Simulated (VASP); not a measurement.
# GaP (F-43m) in VASP: further runs, part 3 of 3

VASP 6.6.1. The steps go on from the part before.

### Step 6. Single point, PBE

This run uses another cell than the first one, of 21.86 Å³/atom, 1.141 times its volume.

INCAR reads:

```
SYSTEM = GaP
PREC = Accurate
ENCUT = 520
EDIFF = 1E-7
ISMEAR = 0
SIGMA = 0.01
LREAL = .False.
LASPH = .True.
NELM = 60
ALGO = Normal
ISIF = 2
LWAVE = .False.
LCHARG = .False.
GGA = PE
NBANDS = 16
```

KPOINTS reads:

```
regular mesh
0
Gamma
  6 6 6
  0 0 0
```

POSCAR reads:

```
GaP
1.0
    0.0000000000      2.7960671692      2.7960671692
    2.7960671692      0.0000000000      2.7960671692
    2.7960671692      2.7960671692      0.0000000000
Ga P
1 1
Direct
    0.0000000000      0.0000000000      0.0000000000
    0.2500000000      0.2500000000      0.2500000000
```

Potentials or basis: VASP PAW PBE potentials, release 64 (Ga_d, P).

Launch:

```console
$ cat potpaw_PBE.64/Ga_d/POTCAR potpaw_PBE.64/P/POTCAR > POTCAR
$ mpirun -np 1 vasp_std > vasp.out
```

OUTCAR:

```text
SYSTEM = GaP
   PREC = Accurate
   ENCUT = 520
   EDIFF = 1E-7
   ISMEAR = 0
   LREAL = .False.
   LASPH = .True.
   NELM = 60
   ISIF = 2
   GGA = PE

 ion  position               nearest neighbor table
   1  0.000  0.000  0.000-   2 2.42   2 2.42   2 2.42   2 2.42
   2  0.250  0.250  0.250-   1 2.42   1 2.42   1 2.42   1 2.42

  LATTYP: Found a face centered cubic cell.
 ALAT       =     5.5921343384

  Lattice vectors:

 A1 = (   0.0000000000,   2.7960671692,   2.7960671692)
 A2 = (   2.7960671692,   0.0000000000,   2.7960671692)
 A3 = (   2.7960671692,   2.7960671692,   0.0000000000)

Analysis of symmetry for initial positions (statically):
=====================================================================
 Subroutine PRICEL returns:
 Original cell was already a primitive cell.

 Routine SETGRP: Setting up the symmetry group for a
 face centered cubic supercell.

 Subroutine GETGRP returns: Found 24 space group operations
 (whereof 24 operations were pure point group operations)
 out of a pool of 48 trial point group operations.

The static configuration has the point symmetry T_d .

Analysis of symmetry for dynamics (positions and initial velocities):
=====================================================================
 Subroutine PRICEL returns:
 Original cell was already a primitive cell.

 Routine SETGRP: Setting up the symmetry group for a
 face centered cubic supercell.

 Subroutine GETGRP returns: Found 24 space group operations
 (whereof 24 operations were pure point group operations)
 out of a pool of 48 trial point group operations.

The dynamic configuration has the point symmetry T_d .

 Subroutine INISYM returns: Found 24 space group operations
 (whereof 24 operations are pure point group operations),
 and found     1 'primitive' translations

[... 100 lines left out ...]
   ISMEAR =     0;   SIGMA  =   0.01  broadening in eV -4-tet -1-fermi 0-gaus
   EFERMI_NEDOS =   21; number of points for ismear=-14 and -15
   IALGO  =     38    algorithm
   IMIX   =      4    mixing-type and parameters
     AMIX     =   0.40;   BMIX     =  1.00
     AMIX_MAG =   1.60;   BMIX_MAG =  1.00
  volume/ion in A,a.u.               =      21.86       147.52
  Fermi-wavevector in a.u.,A,eV,Ry     =   1.217890  2.301478 20.180924  1.483256
  Thomas-Fermi vector in A             =   2.353195
   LORBIT       =      0    0 simple, 1 ext, 2 COOP (PROOUT), +10 PAW based schemes
   GGA     = PE    functional components
   LHFCALC =     F    Hartree Fock is set to
   AEXX    =    0.0000 exact exchange contribution
   IVDW    =     0    specifies the selected vdW correction
   LEPSILON=     F    determine dielectric tensor
   LRPA    =     F    only Hartree local field effects (RPA)
 non-spin polarized calculation
 Gauss-broadening in eV      SIGMA  =   0.01
  energy-cutoff  :      520.00
  volume of cell :       43.72
 maximum number of plane-waves:      1243
 NGX is ok and might be reduce to    30
   NGX = 15   NGY = 15   NGZ = 15

 number of electron      18.0000014 magnetization

 Free energy of the ion-electron system (eV)
  ---------------------------------------------------
  ext. energy  EPLUGINS =         0.00000000
  ---------------------------------------------------
  free energy    TOTEN  =        -9.09143039 eV

  energy without entropy =       -9.09143039  energy(sigma->0) =       -9.09143039

 E-fermi :   4.0017     XC(G=0):  -9.4834

 val. band max:        3.9056299033   @ k =   0.0000   0.0000   0.0000
 cond. band min:       5.1039974993   @ k =   0.0000   0.0000   0.0000
 fundamental gap:      1.1983675960
 Fermi energy:         4.0017488027

 k-point     1 :       0.0000    0.0000    0.0000
  band No.  band energies     occupation
      1     -10.5452      2.00000
      2     -10.5452      2.00000
      3     -10.5452      2.00000
      4     -10.4671      2.00000
      5     -10.4671      2.00000
      6      -8.0352      2.00000
[... 281 lines left out ...]
      3     -10.4982      2.00000
      4     -10.4823      2.00000
      5     -10.4568      2.00000
      6      -5.3610      2.00000
[... 8 lines left out ...]
     15      15.4559      0.00000
     16      17.0197      0.00000

------------------------ aborting loop because EDIFF is reached ----------------------------------------

  FORCE on cell =-STRESS in cart. coord.  units (eV):
  Direction    XX          YY          ZZ          XY          YZ          ZX
  --------------------------------------------------------------------------------------
  -------------------------------------------------------------------------------------
  Total       -0.8734518     -0.8734518     -0.8734518      0.0000000      0.0000000      0.0000000
  in kB      -32.0093405    -32.0093405    -32.0093405      0.0000000      0.0000000      0.0000000
  external PRESSURE =     -32.0093405 kB  Pullay stress =       0.0000000 kB

 VOLUME and BASIS-vectors are now :
 -----------------------------------------------------------------------------
  energy-cutoff  :      520.00
  volume of cell :       43.72
      direct lattice vectors                 reciprocal lattice vectors
     0.000000000  2.796067169  2.796067169    -0.178822600  0.178822600  0.178822600
     2.796067169  0.000000000  2.796067169     0.178822600 -0.178822600  0.178822600
     2.796067169  2.796067169  0.000000000     0.178822600  0.178822600 -0.178822600

 POSITION                                       TOTAL-FORCE (eV/Angst)
 -----------------------------------------------------------------------------------
      0.00000      0.00000      0.00000        -0.000000      0.000000     -0.000000
      1.39803      1.39803      1.39803         0.000000     -0.000000      0.000000
 -----------------------------------------------------------------------------------
    total drift:                                0.000002      0.000002      0.000002

  FREE ENERGIE OF THE ION-ELECTRON SYSTEM (eV)
  ---------------------------------------------------
  free  energy   TOTEN  =        -9.0914303854 eV

  energy  without entropy=       -9.0914303854  energy(sigma->0) =       -9.09143039
```

stdout:

```text
POSCAR found type information on POSCAR GaP
 POSCAR found :  2 types and       2 ions
 scaLAPACK will be used
 LDA part: xc-table for (Slater+PW92), standard interpolation
 POSCAR, INCAR and KPOINTS ok, starting setup
 FFT: planning ... GRIDC
 FFT: planning ... GRID_SOFT
 FFT: planning ... GRID
 WAVECAR not read
 entering main loop
```

Run time: 29 s. Hardware: 1 thread of AMD EPYC 7R13, shared host; peak memory 0.16 GiB.

Results:

| Item | Value |
| --- | --- |
| Free energy | -9.0914 eV |
| Pressure | -3.2 GPa |
| Band gap on the k mesh | 1.20 eV, direct |

Levels at points of the mesh, in eV from the valence-band top:
| k point | band 6 | band 7 | band 8 | band 9 | band 10 | band 11 | band 12 | band 13 |
| --- | --- | --- | --- | --- | --- | --- | --- | --- |
| (0.00, 0.00, 0.00) | -11.94 | 0.00 | 0.00 | 0.00 | 1.20 | 3.89 | 3.89 | 3.89 |
| (0.50, 0.00, 0.00) | -10.12 | -6.22 | -1.01 | -1.01 | 1.44 | 4.73 | 4.73 | 8.11 |
| (0.50, 0.50, 0.00) | -9.32 | -6.41 | -2.43 | -2.43 | 1.80 | 1.87 | 10.02 | 10.02 |

A k mesh can miss the band edges. A hybrid or GW would open this gap; PBE tends to underestimate it.

### Step 7. Summary

| cell | gap on the mesh (eV) | pressure (GPa) |
| --- | --- | --- |
| a = 3.784 Å, angles 60.0°, 2 atoms | 1.53 | 7.9 |
| a = 3.820 Å, angles 60.0°, 2 atoms | 1.59 | 5.0 |
| a = 3.888 Å, angles 60.0°, 2 atoms | 1.59 | 0.3 |
| a = 3.921 Å, angles 60.0°, 2 atoms | 1.40 | -1.6 |
| a = 3.954 Å, angles 60.0°, 2 atoms | 1.20 | -3.2 |

Alike in all rows: task single point; level PBE; potentials or basis VASP PAW PBE potentials, release 64 (Ga_d, P); no spin polarisation; k mesh 6 × 6 × 6; cutoff (eV) 520; smearing gaussian 0.01 eV.

Total energies depend on the potentials used, so only differences within one code and one set of settings carry meaning.

### Step 8. How close it comes

Step 4. Against the measured gap of GaP, 2.34 eV (indirect; 10 K; quoted in “Stacking defects in GaP nanowires: Electronic structure and optical properties”, 2018, arxiv:1810.01194), the calculated 1.59 eV is off by -0.75 eV. Spin-orbit coupling on Ga is left out. The value is that of PBE on a finite k mesh, which can miss the band edges, without temperature or zero-point motion. Semilocal functionals fall short of measured gaps as a rule.

Step 5. Against the measured gap of GaP, 2.34 eV (indirect; 10 K; quoted in “Stacking defects in GaP nanowires: Electronic structure and optical properties”, 2018, arxiv:1810.01194), the calculated 1.40 eV is off by -0.94 eV. Spin-orbit coupling on Ga is left out. The value is that of PBE on a finite k mesh, which can miss the band edges, without temperature or zero-point motion. Semilocal functionals fall short of measured gaps as a rule.
